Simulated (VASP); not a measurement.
# TaHBr2 (P4/mmm) in VASP: single point with PBE

Aim: the single point of TaHBr2 with PBE.

Program: VASP 6.6.1. These are calculated values, not measurements. Logs are shortened: lines on timing, memory, paths and dates and some standing lists are left out, and cuts for length are marked.

## 1. The cell of the first run

It takes space group P4/mmm (No. 123, tetragonal). Conventional cell: a = 4.570 Å, b = 4.570 Å, c = 4.483 Å, α = 90.00°, β = 90.00°, γ = 90.00°. Within 4.2 Å of Ta (site symmetry 4/mmm) lie 8 Br at 3.20 Å and 4 H at 3.23 Å. H (site symmetry 4/mmm) has 8 Br at 3.20 Å and 4 Ta at 3.23 Å within 4.2 Å. Within 4.2 Å of Br (site symmetry mmm) lie 4 Ta at 3.20 Å and 4 H at 3.20 Å and 4 Br at 3.23 Å.

The cell was built from a structure type or drawn by symmetry, and may not be a known phase.

## 2. Single point, PBE

INCAR reads:

```
PREC = Accurate
ENCUT = 520
EDIFF = 1E-6
ISMEAR = 0
SIGMA = 0.1
LREAL = False
LASPH = True
NELM = 100
ALGO = Normal
ISIF = 2
LWAVE = False
LCHARG = False
GGA = PE
NBANDS = 21
```

KPOINTS reads:

```
regular mesh
0
Gamma
  4 4 4
```

POSCAR reads:

```
TaHBr2
1.0
    4.5702347700      0.0000000000      0.0000000000
    0.0000000000      4.5702347700      0.0000000000
    0.0000000000      0.0000000000      4.4828750100
Ta H Br
1 1 2
Direct
    0.0000000000      0.0000000000      0.0000000000
    0.5000000000      0.5000000000      0.0000000000
    0.0000000000      0.5000000000      0.5000000000
    0.5000000000      0.0000000000      0.5000000000
```

Potentials or basis: VASP PAW PBE potentials, release 64 (Ta_pv, H, Br).

Command:

```console
$ cat potpaw_PBE.64/Ta_pv/POTCAR potpaw_PBE.64/H/POTCAR potpaw_PBE.64/Br/POTCAR > POTCAR
$ mpirun -np 1 vasp_std > vasp.out
```

OUTCAR:

```text
PREC = Accurate
   ENCUT = 520
   EDIFF = 1E-6
   ISMEAR = 0
   LREAL = False
   LASPH = True
   NELM = 100
   ISIF = 2
   GGA = PE

 ion  position               nearest neighbor table
   1  0.000  0.000  0.000-
   2  0.500  0.500  0.000-
   3  0.000  0.500  0.500-
   4  0.500  0.000  0.500-

  LATTYP: Found a simple tetragonal cell.
 ALAT       =     4.5702347700
 C/A-ratio  =     0.9808850607

  Lattice vectors:

 A1 = (   4.5702347700,   0.0000000000,   0.0000000000)
 A2 = (   0.0000000000,   4.5702347700,   0.0000000000)
 A3 = (   0.0000000000,   0.0000000000,   4.4828750100)

Analysis of symmetry for initial positions (statically):
=====================================================================
 Subroutine PRICEL returns:
 Original cell was already a primitive cell.

 Routine SETGRP: Setting up the symmetry group for a
 simple tetragonal supercell.

 Subroutine GETGRP returns: Found 16 space group operations
 (whereof 16 operations were pure point group operations)
 out of a pool of 16 trial point group operations.

The static configuration has the point symmetry D_4h.

Analysis of symmetry for dynamics (positions and initial velocities):
=====================================================================
 Subroutine PRICEL returns:
 Original cell was already a primitive cell.

 Routine SETGRP: Setting up the symmetry group for a
 simple tetragonal supercell.

 Subroutine GETGRP returns: Found 16 space group operations
 (whereof 16 operations were pure point group operations)
 out of a pool of 16 trial point group operations.

The dynamic configuration has the point symmetry D_4h.

 Subroutine INISYM returns: Found 16 space group operations
 (whereof 16 operations are pure point group operations),
 and found     1 'primitive' translations

----------------------------------------------------------------------------------------

                                     Primitive cell

  volume of cell :      93.6340

  direct lattice vectors                    reciprocal lattice vectors
     4.570234770  0.000000000  0.000000000     0.218807140  0.000000000  0.000000000
     0.000000000  4.570234770  0.000000000     0.000000000  0.218807140  0.000000000
     0.000000000  0.000000000  4.482875010     0.000000000  0.000000000  0.223071131

  length of vectors
     4.570234770  4.570234770  4.482875010     0.218807140  0.218807140  0.223071131

  position of ions in fractional coordinates (direct lattice)
     0.000000000  0.000000000  0.000000000
     0.500000000  0.500000000  0.000000000
     0.000000000  0.500000000  0.500000000
     0.500000000  0.000000000  0.500000000

  ion indices of the primitive-cell ions
   primitive index   ion index
                 1           1
                 2           2
                 3           3
                 4           4

----------------------------------------------------------------------------------------

 KPOINTS: regular mesh

Automatic generation of k-mesh.
 Grid dimensions read from file:
 generate k-points for:    4    4    4

 Generating k-lattice:

  Cartesian coordinates                     Fractional coordinates (reciprocal lattice)
     0.054701785  0.000000000  0.000000000     0.250000000  0.000000000  0.000000000
     0.000000000  0.054701785  0.000000000     0.000000000  0.250000000  0.000000000
     0.000000000  0.000000000  0.055767783     0.000000000  0.000000000  0.250000000

  Length of vectors
     0.054701785  0.054701785  0.055767783

  Shift w.r.t. Gamma in fractional coordinates (k-lattice)
     0.000000000  0.000000000  0.000000000

 Subroutine IBZKPT returns following result:
 ===========================================

 Found     18 irreducible k-points:

 Following reciprocal coordinates:
            Coordinates               Weight
  0.000000  0.000000  0.000000      1.000000
  0.250000  0.000000  0.000000      4.000000
  0.500000  0.000000  0.000000      2.000000
  0.250000  0.250000  0.000000      4.000000
  0.500000  0.250000  0.000000      4.000000
  0.500000  0.500000  0.000000      1.000000
[... 10 lines left out ...]
  0.500000  0.250000  0.500000      4.000000
  0.500000  0.500000  0.500000      1.000000
   k-points           NKPTS =     18   k-points in BZ     NKDIM =     18   number of bands    NBANDS=     21
   number of dos      NEDOS =    301   number of ions     NIONS =      4
   total plane-waves  NPLWV =  46656
   dimension x,y,z NGX =    36 NGY =   36 NGZ =   36
   dimension x,y,z NGXF=    72 NGYF=   72 NGZF=   72
   ions per type =               1   1   2
   NGX,Y,Z   is equivalent  to a cutoff of  13.10, 13.10, 13.35 a.u.
   NGXF,Y,Z  is equivalent  to a cutoff of  26.19, 26.19, 26.70 a.u.
 SYSTEM =  unknown system
   PREC   = accura    normal or accurate (medium, high low for compatibility)
   ISTART =      0    job   : 0-new  1-cont  2-samecut
   ICHARG =      2    charge: 1-file 2-atom 10-const
   ISPIN  =      1    spin polarized calculation?
   LNONCOLLINEAR =      F non collinear calculations
   LSORBIT =      F    spin-orbit coupling
   LASPH  =      T    aspherical Exc in radial PAW
   ENCUT  =  520.0 eV  38.22 Ry    6.18 a.u.   8.50  8.50  8.34*2*pi/ulx,y,z
   NELM   =    100;   NELMIN=  2; NELMDL= -5     # of ELM steps
   EDIFF  = 0.1E-05   stopping-criterion for ELM
   LREAL  =      F    real-space projection
   EDIFFG = 0.1E-04   stopping-criterion for IOM
   NSW    =      0    number of steps for IOM
   IBRION =     -1    ionic relax: 0-MD 1-quasi-New 2-CG
   NFREE  =      0    steps in history (QN), initial steepest desc. (CG)
   ISIF   =      2    stress and relaxation
   ISYM   =      2    0-nonsym 1-usesym 2-fastsym
   POTIM  = 0.5000    time-step for ionic-motion
   TEBEG  =    0.0;   TEEND  =   0.0 temperature during run
   PSTRESS=    0.0 pullay stress
   NELECT =      26.0000    total number of electrons
   NUPDOWN=      -1.0000    fix difference up-down
   EMIN   =  10.00;   EMAX   =-10.00  energy-range for DOS
   EFERMI =   0.00;   METHOD = LEGACY
   ISMEAR =     0;   SIGMA  =   0.10  broadening in eV -4-tet -1-fermi 0-gaus
   EFERMI_NEDOS =   21; number of points for ismear=-14 and -15
   IALGO  =     38    algorithm
   IMIX   =      4    mixing-type and parameters
     AMIX     =   0.40;   BMIX     =  1.00
     AMIX_MAG =   1.60;   BMIX_MAG =  1.00
  volume/ion in A,a.u.               =      23.41       157.97
  Fermi-wavevector in a.u.,A,eV,Ry     =   1.068041  2.018305 15.520333  1.140712
  Thomas-Fermi vector in A             =   2.203677
   LORBIT       =      0    0 simple, 1 ext, 2 COOP (PROOUT), +10 PAW based schemes
   GGA     = PE    functional components
   LHFCALC =     F    Hartree Fock is set to
   AEXX    =    0.0000 exact exchange contribution
   IVDW    =     0    specifies the selected vdW correction
   LEPSILON=     F    determine dielectric tensor
   LRPA    =     F    only Hartree local field effects (RPA)
 non-spin polarized calculation
 Gauss-broadening in eV      SIGMA  =   0.10
  energy-cutoff  :      520.00
  volume of cell :       93.63
 maximum number of plane-waves:      2537
 NGX is ok and might be reduce to    36
   NGX = 17   NGY = 17   NGZ = 17

 number of electron      26.0000000 magnetization

 Free energy of the ion-electron system (eV)
  ---------------------------------------------------
  ext. energy  EPLUGINS =         0.00000000
  ---------------------------------------------------
  free energy    TOTEN  =       -13.23360217 eV

  energy without entropy =      -13.20602711  energy(sigma->0) =      -13.21981464

 E-fermi :   2.3043     XC(G=0):  -9.2500

 val. band max:        2.2990036356   @ k =   0.5000   0.0000   0.2500
 cond. band min:       2.3285464949   @ k =   0.2500   0.0000   0.5000
 fundamental gap:      0.0295428593
 Fermi energy:         2.3042771366

 k-point     1 :       0.0000    0.0000    0.0000
  band No.  band energies     occupation
      1     -34.0957      2.00000
      2     -34.0957      2.00000
      3     -34.0658      2.00000
      4     -13.6411      2.00000
      5     -12.2326      2.00000
      6      -2.1981      2.00000
[... 13 lines left out ...]
     20       9.4617      0.00000
     21      10.2918      0.00000

 k-point     2 :       0.2500    0.0000    0.0000
  band No.  band energies     occupation
      1     -34.0972      2.00000
      2     -34.0956      2.00000
      3     -34.0656      2.00000
      4     -13.4449      2.00000
      5     -12.4452      2.00000
      6      -2.3766      2.00000
[... 13 lines left out ...]
     20       9.9251      0.00000
     21      10.3061      0.00000

 k-point     3 :       0.5000    0.0000    0.0000
  band No.  band energies     occupation
      1     -34.0987      2.00000
      2     -34.0956      2.00000
      3     -34.0655      2.00000
      4     -12.9891      2.00000
      5     -12.9186      2.00000
      6      -2.4450      2.00000
[... 13 lines left out ...]
     20       9.0267      0.00000
     21      10.6833      0.00000

 k-point     4 :       0.2500    0.2500    0.0000
  band No.  band energies     occupation
      1     -34.0971      2.00000
      2     -34.0971      2.00000
      3     -34.0655      2.00000
      4     -13.2848      2.00000
      5     -12.5697      2.00000
      6      -3.3000      2.00000
[... 13 lines left out ...]
     20       9.1148      0.00000
     21       9.2113      0.00000

 k-point     5 :       0.5000    0.2500    0.0000
  band No.  band energies     occupation
      1     -34.0986      2.00000
      2     -34.0970      2.00000
      3     -34.0653      2.00000
      4     -12.9281      2.00000
      5     -12.8919      2.00000
      6      -3.6856      2.00000
[... 13 lines left out ...]
     20       7.9130      0.00000
     21       8.1025      0.00000
[... 238 lines left out ...]
     20       8.6649      0.00000
     21      10.3446      0.00000

 k-point    16 :       0.2500    0.2500    0.5000
  band No.  band energies     occupation
      1     -34.0967      2.00000
      2     -34.0967      2.00000
      3     -34.0699      2.00000
      4     -13.2013      2.00000
      5     -12.5366      2.00000
      6      -3.1010      2.00000
[... 13 lines left out ...]
     20       8.1584      0.00000
     21       9.5118      0.00000

 k-point    17 :       0.5000    0.2500    0.5000
  band No.  band energies     occupation
      1     -34.0981      2.00000
      2     -34.0966      2.00000
      3     -34.0697      2.00000
      4     -12.8761      2.00000
      5     -12.8682      2.00000
      6      -3.0353      2.00000
[... 13 lines left out ...]
     20       9.2621      0.00000
     21       9.6545      0.00000

 k-point    18 :       0.5000    0.5000    0.5000
  band No.  band energies     occupation
      1     -34.0980      2.00000
      2     -34.0980      2.00000
      3     -34.0695      2.00000
      4     -12.8516      2.00000
      5     -12.8516      2.00000
      6      -3.5196      2.00000
[... 13 lines left out ...]
     20       8.7705      0.00000
     21      11.2863      0.00000

------------------------ aborting loop because EDIFF is reached ----------------------------------------

  FORCE on cell =-STRESS in cart. coord.  units (eV):
  Direction    XX          YY          ZZ          XY          YZ          ZX
  --------------------------------------------------------------------------------------
  -------------------------------------------------------------------------------------
  Total       -4.9212182     -4.9212182     -8.4619864      0.0000000      0.0000000      0.0000000
  in kB      -84.2072637    -84.2072637   -144.7935637      0.0000000      0.0000000      0.0000000
  external PRESSURE =    -104.4026970 kB  Pullay stress =       0.0000000 kB

 VOLUME and BASIS-vectors are now :
 -----------------------------------------------------------------------------
  energy-cutoff  :      520.00
  volume of cell :       93.63
      direct lattice vectors                 reciprocal lattice vectors
     4.570234770  0.000000000  0.000000000     0.218807140  0.000000000  0.000000000
     0.000000000  4.570234770  0.000000000     0.000000000  0.218807140  0.000000000
     0.000000000  0.000000000  4.482875010     0.000000000  0.000000000  0.223071131

 POSITION                                       TOTAL-FORCE (eV/Angst)
 -----------------------------------------------------------------------------------
      0.00000      0.00000      0.00000         0.000000      0.000000      0.000000
      2.28512      2.28512      0.00000         0.000000      0.000000      0.000000
      0.00000      2.28512      2.24144         0.000000      0.000000      0.000000
      2.28512      0.00000      2.24144         0.000000      0.000000      0.000000
 -----------------------------------------------------------------------------------
    total drift:                                0.000000      0.000000      0.000000

  FREE ENERGIE OF THE ION-ELECTRON SYSTEM (eV)
  ---------------------------------------------------
  free  energy   TOTEN  =       -13.2336021704 eV

  energy  without entropy=      -13.2060271142  energy(sigma->0) =      -13.21981464
```

It took 73 s on 1 thread of Intel Xeon 8259CL, shared host; peak memory 0.22 GiB.

Results:

| Quantity | Value |
| --- | --- |
| Free energy | -13.2336 eV |
| Pressure | -10.4 GPa |
| Band gap on the k mesh | zero (bands 13 and 14 overlap by 0.73 eV) |

Levels at points of the mesh, in eV from the Fermi level:
| k point | band 10 | band 11 | band 12 | band 13 | band 14 | band 15 | band 16 | band 17 |
| --- | --- | --- | --- | --- | --- | --- | --- | --- |
| (0.00, 0.00, 0.00) | -2.46 | -1.18 | -1.18 | -0.96 | -0.43 | -0.29 | -0.29 | 0.12 |
| (0.50, 0.00, 0.00) | -3.30 | -2.95 | -0.92 | -0.56 | -0.23 | 0.13 | 0.40 | 1.60 |
| (0.50, 0.50, 0.00) | -1.62 | -0.79 | -0.33 | 0.24 | 1.25 | 1.44 | 1.61 | 1.61 |
| (0.00, 0.00, 0.50) | -1.34 | -1.34 | -0.64 | 0.23 | 1.08 | 1.46 | 1.66 | 1.66 |
| (0.50, 0.00, 0.50) | -2.86 | -2.63 | -0.37 | -0.15 | -0.11 | 0.28 | 0.31 | 1.66 |
| (0.50, 0.50, 0.50) | -2.29 | -1.01 | -0.75 | -0.29 | 0.11 | 0.11 | 0.27 | 0.48 |

Caveat: the cell stands under tension; spin-orbit coupling is left out, which moves the levels of the heavy elements.
